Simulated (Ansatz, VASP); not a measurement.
## Na3Ti2O: VASP beside Ansatz

```xyz
6
Lattice="6.6866 0.0000 0.0000 -3.3433 5.7908 0.0000 0.0000 0.0000 5.7260" Properties=species:S:1:pos:R:3 pbc="T T T"
Na    3.3433    0.0000    0.0000
Na   -1.6717    2.8954    0.0000
Na    1.6717    2.8954    0.0000
Ti    0.0000    0.0000    1.0377
Ti    0.0000    0.0000    4.6883
O     0.0000    0.0000    2.8630
```

Alike in both runs: task relaxation of cell and atoms; functional PBE; k mesh 6 × 6 × 8; occupations gaussian, width 0.1 eV; no spin polarisation.

|  | VASP | Ansatz |
| --- | --- | --- |
| version | VASP 6.6.1 | Ansatz 0.2.0 |
| potentials or method | VASP PAW PBE potentials, release 64 (Na_pv, Ti_sv, O), cutoff 600 eV | scalar-relativistic, plane waves, PAW |
| valence electrons in the cell | 51 | 57 |

Ansatz gave:

* gap on the k mesh at the Fermi level, each at its own relaxed structure (eV): none
* relaxed volume (Å³/atom): 36.94
* relaxed length of the cell vector where the two differ most in proportion (Å): 5.727

Task: Which values does VASP return?

Result: gap on the k mesh at the Fermi level, each at its own relaxed structure (eV): none; relaxed volume (Å³/atom): 36.98; relaxed length of the cell vector where the two differ most in proportion (Å): 5.747.

A gap of «none» marks a metal or a gap that the smearing closes. VASP's potentials hold 51 valence electrons a cell and Ansatz's 57, so a difference there can come from the potentials and not from the codes.
